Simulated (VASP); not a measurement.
## Li3H2: single point with PBE

The system is Li3H2.

```
Li H
1.0
     4.51587   -2.11973   -0.01437
     4.51587    2.11973   -0.01437
    -0.85140    0.00000    2.66473
Li H
3 2
Direct
  0.68308 0.68308 0.18358
  0.31692 0.31692 0.81642
  0.00000 0.00000 0.50000
  0.83330 0.83330 0.83295
  0.16670 0.16670 0.16705
```

The cell was generated, and may not be a known phase.

```
Program                : VASP 6.6.1
Task                   : single point
Functional             : PBE
Potentials or basis    : VASP PAW PBE potentials, release 64 (Li_sv, H)
Cutoff                 : 520 eV
k mesh                 : 10 × 10 × 14
Occupations            : gaussian, width 0.1 eV
Spin                   : no spin polarisation
Dipole correction      : no
Further INCAR settings : ALGO = Normal; EDIFF = 1e-07; NBANDS = 14
```

```json
{
 "Band gap on the k mesh": "zero (an odd number of electrons rules out a gap without spin polarisation)"
}
```

Levels at points of the mesh, in eV from the Fermi level:
| k point | band 3 | band 4 | band 5 | band 6 | band 7 | band 8 |
| --- | --- | --- | --- | --- | --- | --- |
| (0.00, 0.00, 0.00) | -46.55 | -7.08 | -3.83 | 0.69 | 1.84 | 2.91 |
| (0.50, 0.00, 0.00) | -46.56 | -6.01 | -5.51 | -1.64 | 2.51 | 6.23 |
| (0.50, 0.50, 0.00) | -46.55 | -6.45 | -5.12 | 0.31 | 0.41 | 7.87 |
| (0.00, 0.00, 0.50) | -46.55 | -4.58 | -3.62 | 1.15 | 1.31 | 5.12 |
| (0.50, 0.00, 0.50) | -46.55 | -4.60 | -3.57 | 1.29 | 2.70 | 2.83 |
| (0.50, 0.50, 0.50) | -46.55 | -4.58 | -3.62 | 1.11 | 1.30 | 5.16 |

It took 6.7 min on 1 thread of Oxide Virtual Turin-like Processor, with other jobs on the host, peak memory 0.3 GiB.
